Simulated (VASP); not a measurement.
# ScCu (Pm-3m) in VASP: a series of runs, part 2 of 2

VASP 6.6.1.

## (3) Electric field gradients, LDA (volume scaled by 1.04)

Contents of INCAR:

```
PREC     = Accurate       # precision mode
ENCUT    = 520            # plane-wave cutoff, eV
EDIFF    = 1E-8           # SCF threshold, eV
ISMEAR   = -1             # smearing method
SIGMA    = 0.05           # smearing width, eV
LREAL    = False          # projectors in reciprocal space
LASPH    = True           # aspherical terms in the spheres
NELM     = 60             # most SCF steps
ALGO     = Normal         # electronic algorithm
ISIF     = 2              # what is computed and relaxed
LWAVE    = False          # write WAVECAR
LCHARG   = False          # write CHGCAR
GGA      = CA             # functional
LEFG     = True         
NBANDS   = 18             # bands
```

Contents of KPOINTS:

```
Automatic mesh
0
Gamma
  11 11 11
```

Contents of POSCAR:

```
ScCu
1.0
    3.2988470188      0.0000000000      0.0000000000
    0.0000000000      3.2988470188      0.0000000000
    0.0000000000      0.0000000000      3.2988470188
Sc Cu
1 1
Direct
    0.5000000000      0.5000000000      0.5000000000
    0.0000000000      0.0000000000      0.0000000000
```

Potentials or basis: VASP PAW LDA potentials, release 64 (Sc_sv, Cu).

Launch:

```bash
cat potpaw_LDA.64/Sc_sv/POTCAR potpaw_LDA.64/Cu/POTCAR > POTCAR
mpirun -np 1 vasp_std > vasp.out
```

OUTCAR:

```text
PREC = Accurate
   ENCUT = 520
   EDIFF = 1E-8
   ISMEAR = -1
   LREAL = False
   LASPH = True
   NELM = 60
   ISIF = 2
   GGA = CA

 ion  position               nearest neighbor table
   1  0.500  0.500  0.500-   2 2.86   2 2.86   2 2.86   2 2.86   2 2.86   2 2.86   2 2.86   2 2.86

   2  0.000  0.000  0.000-   1 2.86   1 2.86   1 2.86   1 2.86   1 2.86   1 2.86   1 2.86   1 2.86

  LATTYP: Found a simple cubic cell.
 ALAT       =     3.2988470188

  Lattice vectors:

 A1 = (   3.2988470188,   0.0000000000,   0.0000000000)
 A2 = (   0.0000000000,   3.2988470188,   0.0000000000)
 A3 = (   0.0000000000,   0.0000000000,   3.2988470188)

Analysis of symmetry for initial positions (statically):
=====================================================================
 Subroutine PRICEL returns:
 Original cell was already a primitive cell.

 Routine SETGRP: Setting up the symmetry group for a
 simple cubic supercell.

 Subroutine GETGRP returns: Found 48 space group operations
 (whereof 48 operations were pure point group operations)
 out of a pool of 48 trial point group operations.

The static configuration has the point symmetry O_h .

Analysis of symmetry for dynamics (positions and initial velocities):
=====================================================================
 Subroutine PRICEL returns:
 Original cell was already a primitive cell.

 Routine SETGRP: Setting up the symmetry group for a
 simple cubic supercell.

 Subroutine GETGRP returns: Found 48 space group operations
 (whereof 48 operations were pure point group operations)
 out of a pool of 48 trial point group operations.

The dynamic configuration has the point symmetry O_h .

 Subroutine INISYM returns: Found 48 space group operations
 (whereof 48 operations are pure point group operations),
 and found     1 'primitive' translations

----------------------------------------------------------------------------------------

                                     Primitive cell

  volume of cell :      35.8993

  direct lattice vectors                    reciprocal lattice vectors
     3.298847019  0.000000000  0.000000000     0.303136215  0.000000000  0.000000000
     0.000000000  3.298847019  0.000000000     0.000000000  0.303136215  0.000000000
     0.000000000  0.000000000  3.298847019     0.000000000  0.000000000  0.303136215

  length of vectors
     3.298847019  3.298847019  3.298847019     0.303136215  0.303136215  0.303136215

  position of ions in fractional coordinates (direct lattice)
     0.500000000  0.500000000  0.500000000
     0.000000000  0.000000000  0.000000000

  ion indices of the primitive-cell ions
   primitive index   ion index
                 1           1
                 2           2

----------------------------------------------------------------------------------------

[... 68 lines left out ...]
   NELM   =     60;   NELMIN=  2; NELMDL= -5     # of ELM steps
   EDIFF  = 0.1E-07   stopping-criterion for ELM
   LREAL  =      F    real-space projection
   EDIFFG = 0.1E-06   stopping-criterion for IOM
   NSW    =      0    number of steps for IOM
   IBRION =     -1    ionic relax: 0-MD 1-quasi-New 2-CG
   NFREE  =      0    steps in history (QN), initial steepest desc. (CG)
   ISIF   =      2    stress and relaxation
   ISYM   =      2    0-nonsym 1-usesym 2-fastsym
   POTIM  = 0.5000    time-step for ionic-motion
   TEBEG  =    0.0;   TEEND  =   0.0 temperature during run
   PSTRESS=    0.0 pullay stress
   NELECT =      22.0000    total number of electrons
   NUPDOWN=      -1.0000    fix difference up-down
   EMIN   =  10.00;   EMAX   =-10.00  energy-range for DOS
   EFERMI =   0.00;   METHOD = LEGACY
   ISMEAR =    -1;   SIGMA  =   0.05  broadening in eV -4-tet -1-fermi 0-gaus
   EFERMI_NEDOS =   21; number of points for ismear=-14 and -15
   IALGO  =     38    algorithm
   IMIX   =      4    mixing-type and parameters
     AMIX     =   0.40;   BMIX     =  1.00
     AMIX_MAG =   1.60;   BMIX_MAG =  1.00
  volume/ion in A,a.u.               =      17.95       121.13
  Fermi-wavevector in a.u.,A,eV,Ry     =   1.390551  2.627760 26.308657  1.933632
  Thomas-Fermi vector in A             =   2.514475
   LORBIT       =      0    0 simple, 1 ext, 2 COOP (PROOUT), +10 PAW based schemes
   GGA     = CA    functional components
   LHFCALC =     F    Hartree Fock is set to
   AEXX    =    0.0000 exact exchange contribution
   IVDW    =     0    specifies the selected vdW correction
   LEPSILON=     F    determine dielectric tensor
   LRPA    =     F    only Hartree local field effects (RPA)
 non-spin polarized calculation
  energy-cutoff  :      520.00
  volume of cell :       35.90
 maximum number of plane-waves:       983
 NGX is ok and might be reduce to    28
   NGX = 13   NGY = 13   NGZ = 13

 number of electron      21.9999998 magnetization

 Free energy of the ion-electron system (eV)
  ---------------------------------------------------
  ext. energy  EPLUGINS =         0.00000000
  ---------------------------------------------------
  free energy    TOTEN  =       -11.83295834 eV

  energy without entropy =      -11.81759299  energy(sigma->0) =      -11.82527567

 E-fermi :   4.9419     XC(G=0): -11.2391

 val. band max:        4.9403532008   @ k =   0.2727   0.1818   0.0000
 cond. band min:       4.9631275969   @ k =   0.4545   0.4545   0.0909
 fundamental gap:      0.0227743961
 Fermi energy:         4.9418680656

 k-point     1 :       0.0000    0.0000    0.0000
  band No.  band energies     occupation
      1     -44.2541      2.00000
      2     -23.1155      2.00000
      3     -23.1155      2.00000
      4     -23.1155      2.00000
      5      -1.9354      2.00000
      6       1.2375      2.00000
[... 481 lines left out ...]
      5      -0.5965      2.00000
      6       1.4815      2.00000
[... 10 lines left out ...]
     17      12.9834      0.00000
     18      13.1851      0.00000

 [... further k-points ...]
[... 5 lines left out ...]
  --------------------------------------------------------------------------------------
  -------------------------------------------------------------------------------------
  Total       -2.2018105     -2.2018105     -2.2018105      0.0000000      0.0000000      0.0000000
  in kB      -98.2661618    -98.2661618    -98.2661618      0.0000000      0.0000000      0.0000000
  external PRESSURE =     -98.2661618 kB  Pullay stress =       0.0000000 kB

 VOLUME and BASIS-vectors are now :
 -----------------------------------------------------------------------------
  energy-cutoff  :      520.00
  volume of cell :       35.90
      direct lattice vectors                 reciprocal lattice vectors
     3.298847019  0.000000000  0.000000000     0.303136215  0.000000000  0.000000000
     0.000000000  3.298847019  0.000000000     0.000000000  0.303136215  0.000000000
     0.000000000  0.000000000  3.298847019     0.000000000  0.000000000  0.303136215

 POSITION                                       TOTAL-FORCE (eV/Angst)
 -----------------------------------------------------------------------------------
      1.64942      1.64942      1.64942         0.000000      0.000000      0.000000
      0.00000      0.00000      0.00000         0.000000      0.000000      0.000000
 -----------------------------------------------------------------------------------
    total drift:                               -0.000000      0.000000      0.000000

  FREE ENERGIE OF THE ION-ELECTRON SYSTEM (eV)
  ---------------------------------------------------
  free  energy   TOTEN  =       -11.8329583429 eV

  energy  without entropy=      -11.8175929883  energy(sigma->0) =      -11.82527567

 Electric field gradients (V/A^2)
---------------------------------------------------------------------
 ion       V_xx      V_yy      V_zz      V_xy      V_xz      V_yz
---------------------------------------------------------------------
   1       0.000     0.000     0.000    -0.000     0.000    -0.000
   2       0.000    -0.000     0.000     0.000    -0.000    -0.000
---------------------------------------------------------------------

 Electric field gradients after diagonalization (V/A^2)
 (convention: |V_zz| > |V_xx| > |V_yy|)
----------------------------------------------------------------------
 ion       V_xx      V_yy      V_zz     asymmetry (V_yy - V_xx)/ V_zz
----------------------------------------------------------------------
   1       0.000     0.000     0.000      -0.247
   2      -0.000     0.000     0.000       0.234
----------------------------------------------------------------------

           NMR quadrupolar parameters

 Cq : quadrupolar parameter    Cq=e*Q*V_zz/h
 eta: asymmetry parameters     (V_yy - V_xx)/ V_zz
 Q  : nuclear electric quadrupole moment in mb (millibarn)
----------------------------------------------------------------------
 ion       Cq(MHz)       eta       Q (mb)
----------------------------------------------------------------------
   1       0.000      -0.247       1.000
   2       0.000       0.234       1.000
----------------------------------------------------------------------
```

Wall time 38 s (1 thread of Intel Xeon Platinum 8375C at 2.90GHz (Ice Lake), shared host); peak memory 0.16 GiB.

Results:

```
Free energy            : -11.8330 eV
Pressure               : -9.8 GPa
Band gap on the k mesh : zero (band 11 reaches 5.43 eV, above the bottom of band 12 at 3.71 eV)
```

Caveat: without QUAD_EFG the Cq values of the log hold for a quadrupole moment of 1 mb, not for the nuclei.
